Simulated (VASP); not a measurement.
WC: single point with PBEsol

Crystal: WC.

```
CELL_PARAMETERS angstrom
2.86663 0.00000 0.00000
-1.43332 2.48258 0.00000
0.00000 0.00000 2.80409
ATOMIC_POSITIONS crystal
W 0.00000 0.00000 0.00000
C 0.66667 0.33333 0.50000
```

| Quantity | Value |
| --- | --- |
| Program | VASP 6.6.1 |
| Task | single point |
| Functional | PBEsol |
| Potentials or basis | VASP PAW PBE potentials, release 64 (W_sv, C) |
| Cutoff | 520 eV |
| k mesh | 18 × 18 × 14 |
| Occupations | gaussian, width 0.1 eV |
| Spin | no spin polarisation |

```
Pressure               : 14.7 GPa
Band gap on the k mesh : zero (bands 9 and 10 overlap by 1.29 eV)
```

Stress tensor (GPa, compression positive):
```
14.53  0.00  0.00
 0.00 14.53  0.00
 0.00  0.00 14.91
```

Levels at points of the mesh, in eV from the Fermi level:
| k point | band 5 | band 6 | band 7 | band 8 | band 9 | band 10 | band 11 | band 12 | band 13 | band 14 |
| --- | --- | --- | --- | --- | --- | --- | --- | --- | --- | --- |
| (0.00, 0.00, 0.00) | -14.74 | -4.57 | -3.49 | -3.49 | 0.09 | 3.40 | 3.40 | 5.86 | 5.86 | 6.68 |
| (0.50, 0.00, 0.00) | -11.23 | -7.22 | -3.83 | -3.79 | -0.45 | 2.44 | 4.78 | 5.19 | 7.09 | 9.96 |
| (0.00, 0.00, 0.50) | -10.44 | -8.94 | -2.10 | -2.10 | -0.66 | -0.66 | 3.81 | 4.64 | 4.64 | 10.20 |
| (0.50, 0.00, 0.50) | -11.54 | -6.73 | -4.52 | -4.28 | 0.36 | 4.70 | 5.61 | 7.01 | 9.63 | 10.67 |

Wall time 38 s on 1 thread of Intel(R) Xeon(R) Platinum 8488C (Sapphire Rapids) (shared host), peak memory 0.21 GiB.

Caveat: the cell stands under pressure; the PAW data sets were made with another functional, which shifts forces and pressure a little; spin-orbit coupling is left out, which moves the levels of the heavy elements.
